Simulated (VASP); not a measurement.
The system is AlN.

```
Al N
1.0
     0.00000    2.18399    2.18399
     2.18399    0.00000    2.18399
     2.18399    2.18399    0.00000
Al N
1 1
Direct
  0.00000 0.00000 0.00000
  0.25000 0.25000 0.25000
```

Base run:

```yaml
Program: VASP 6.6.1
Functional: BLYP
Potentials_or_basis: VASP PAW PBE potentials, release 64 (Al, N)
Cutoff: 520 eV
k_mesh: 10 × 10 × 10
Occupations: tetrahedron
Spin: no spin polarisation
```

Its results: band gap on the k mesh 3.67 eV (least direct gap 4.48 eV); pressure 8.3 GPa.

**Question.** The run is repeated on the same cell with these changes: functional from BLYP to b88 exchange, pbe correlation; cutoff from 520 eV to 600 eV; occupations from tetrahedron to fermi-dirac, width 0.05 eV. What comes out?

**Answer.** Band gap on the k mesh 3.34 eV (least direct gap 4.21 eV); pressure 4.5 GPa.

Caveats: the cell stands under pressure; the PAW data sets were made with another functional, which shifts forces and pressure a little.

A k mesh can miss the band edges.
